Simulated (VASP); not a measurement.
# Hf (P6/mmm) in VASP: a series of runs, part 2 of 2

VASP 6.6.1. Earlier steps stand in the parts before.

## (3) Relaxation of cell and atoms, PBE, target pressure 250 GPa, at which the enthalpy is minimised

This run uses another cell than the first one, of 11.39 Å³/atom.

File INCAR:

```
PREC     = Accurate       # precision mode
ENCUT    = 600            # plane-wave cutoff, eV
EDIFF    = 1E-6           # SCF threshold, eV
ISMEAR   = -1             # smearing method
SIGMA    = 0.1            # smearing width, eV
LREAL    = F              # projectors in reciprocal space
LASPH    = T              # aspherical terms in the spheres
NELM     = 100            # most SCF steps
ALGO     = Normal         # electronic algorithm
ISIF     = 3              # what is computed and relaxed
LWAVE    = F              # write WAVECAR
LCHARG   = F              # write CHGCAR
GGA      = PE             # functional
IBRION   = 2              # ionic algorithm
NSW      = 32             # ionic steps
EDIFFG   = -0.005         # ionic threshold
PSTRESS  = 2500.0
```

File KPOINTS:

```
regular mesh
0
Gamma
  18 18 17
```

File POSCAR:

```
Hf
1.0
    2.3889823597      0.0000000000      0.0000000000
   -1.1944911798      2.0689194127      0.0000000000
    0.0000000000      0.0000000000      2.3042783531
Hf
1
Direct
    0.0000000000      0.0000000000      0.0000000000
```

Potentials or basis: VASP PAW PBE potentials, release 64 (Hf_pv).

Command:

```bash
$ cat potpaw_PBE.64/Hf_pv/POTCAR > POTCAR
$ mpirun -np 1 vasp_std > vasp.out
```

OUTCAR:

```text
PREC = Accurate
   ENCUT = 600
   EDIFF = 1E-6
   ISMEAR = -1
   LREAL = F
   LASPH = T
   NELM = 100
   ISIF = 3
   GGA = PE
   IBRION = 2
   NSW = 32
   EDIFFG = -0.005
   PSTRESS = 2500.0

 ion  position               nearest neighbor table
   1  0.000  0.000  0.000-

  LATTYP: Found a hexagonal cell.
 ALAT       =     2.3889823597
 C/A-ratio  =     0.9645438962

  Lattice vectors:

 A1 = (   2.3889823597,   0.0000000000,   0.0000000000)
 A2 = (  -1.1944911798,   2.0689194127,   0.0000000000)
 A3 = (   0.0000000000,   0.0000000000,   2.3042783531)

Analysis of symmetry for initial positions (statically):
=====================================================================
 Subroutine PRICEL returns:
[... 363 lines left out ...]
  free energy    TOTEN  =        -4.36396513 eV

  energy without entropy =       -4.35112780  energy(sigma->0) =       -4.35754646

 E-fermi :  10.5214     XC(G=0): -14.7930

 val. band max:       10.5113358607   @ k =   0.3889   0.1667   0.1176
 cond. band min:      10.5226029593   @ k =   0.0000   0.0000   0.2353
 fundamental gap:      0.0112670986
 Fermi energy:        10.5214056037

 k-point     1 :       0.0000    0.0000    0.0000
  band No.  band energies     occupation
      1     -17.3723      2.00000
      2     -16.8698      2.00000
      3     -16.8698      2.00000
      4       2.6467      2.00000
      5       5.7672      2.00000
      6      11.9166      0.00000
      7      11.9166      0.00000
      8      24.4459      0.00000
      9      24.4459      0.00000
[... 265 lines left out ...]
 k-point    24 :       0.3889    0.1111    0.0000
  band No.  band energies     occupation
      1     -23.0576      2.00000
      2     -18.9747      2.00000
      3     -16.4320      2.00000
      4       5.3145      2.00000
      5       8.7016      2.00000
      6      15.0156      0.00000
      7      15.0431      0.00000
      8      21.0650      0.00000
      9      23.7846      0.00000

 [... further k-points ...]
[... 5 lines left out ...]
  --------------------------------------------------------------------------------------
  -------------------------------------------------------------------------------------
  Total       17.6409641     17.6409641     17.6374574      0.0000000      0.0000000     -0.0000000
  in kB     2499.9032273   2499.9032274   2499.4062831      0.0000001      0.0000000     -0.0000000
  external PRESSURE =      -0.2624207 kB  Pullay stress =    2500.0000000 kB
[... 20 lines left out ...]
  energy  without entropy=       -4.3511277983  energy(sigma->0) =       -4.35754646

  enthalpy is  TOTEN    =        13.2776818805 eV   P V=       17.6416470109

 reached required accuracy - stopping structural energy minimisation
```

OSZICAR:

```text
N       E                     dE             d eps       ncg     rms          rms(c)
DAV:   1     0.167025075680E+02    0.16703E+02   -0.69472E+03  6146   0.126E+03
[... 59 lines left out ...]
DAV:   4    -0.437715337844E+01    0.45143E-06   -0.53620E-07  3487   0.609E-03
   9 F= 0.13277700E+02 E0= 0.13284124E+02  d E =0.177763E-04
       N       E                     dE             d eps       ncg     rms          rms(c)
DAV:   1    -0.436398579403E+01    0.13168E-01   -0.63189E-04  6170   0.247E-01    0.104E-01
DAV:   2    -0.436396941703E+01    0.16377E-04   -0.21387E-05  6249   0.486E-02    0.514E-02
DAV:   3    -0.436396467705E+01    0.47400E-05   -0.16127E-05  6376   0.373E-02    0.153E-02
DAV:   4    -0.436396513042E+01   -0.45336E-06   -0.37691E-07  3187   0.516E-03
  10 F= 0.13277682E+02 E0= 0.13284101E+02  d E =-.485880E-06
```

CONTCAR:

```text
Hf
   1.00000000000000
     2.3840822467210026    0.0000000000258633   -0.0000000000000000
    -1.1920411232882058    2.0646757903720170   -0.0000000000000000
    -0.0000000000000000   -0.0000000000000000    2.2968709905195519
  Hf
     1
Direct
     0.0000000000000000    0.0000000000000000    0.0000000000000000

  0.00000000E+00  0.00000000E+00  0.00000000E+00
```

It took 1.9 min on 1 thread of Intel Xeon Platinum 8259CL at 2.50GHz (Skylake/Cascade Lake), shared host; peak memory 0.18 GiB.

What came out:

| Item | Value |
| --- | --- |
| Free energy | -4.3640 eV |
| Relaxed volume | 11.31 Å³/atom |
| Relaxed cell | a = 2.384 Å, b = 2.384 Å, c = 2.297 Å, α = 90.00°, β = 90.00°, γ = 120.00° |
| Space group after relaxing (to 0.1 Å) | P6/mmm (No. 191) |
| Energy change on relaxing (the run minimises the enthalpy) | +128.0 meV/atom |
| Ionic steps | 10 |
| Pressure after relaxing | 250.0 GPa |
| Band gap on the k mesh | zero (bands 5 and 6 overlap by 4.04 eV) |

The path:
```csv
step,energy change (eV),largest force (eV/Å),pressure (GPa),volume (Å³)
1,0.0000,0.0000,243.75,11.39
2,1.2200,0.0000,304.73,10.67
3,0.1251,0.0000,249.87,11.31
4,0.1285,0.0000,250.04,11.31
5,0.1311,0.0000,250.07,11.30
6,0.1294,0.0000,249.99,11.31
7,0.1306,0.0000,250.12,11.30
8,0.1306,0.0000,250.13,11.30
9,0.1149,0.0000,249.37,11.31
10,0.1280,0.0000,249.97,11.31
```

Final structure:
```
Hf
1.0
     2.38408    0.00000    0.00000
    -1.19204    2.06468    0.00000
     0.00000    0.00000    2.29687
Hf
1
Cartesian
  0.0000 0.0000 0.0000
```

Levels at points of the mesh, in eV from the Fermi level:
| k point | band 2 | band 3 | band 4 | band 5 | band 6 | band 7 | band 8 | band 9 |
| --- | --- | --- | --- | --- | --- | --- | --- | --- |
| (0.00, 0.00, 0.00) | -27.39 | -27.39 | -7.87 | -4.75 | 1.40 | 1.40 | 13.92 | 13.92 |
| (0.50, 0.00, 0.00) | -28.91 | -26.95 | -6.64 | -1.76 | 4.06 | 5.29 | 11.61 | 14.54 |

Caveat: the cell is relaxed towards a set pressure, so the run minimises the enthalpy, not the energy; spin-orbit coupling is left out, which moves the levels of the heavy elements.
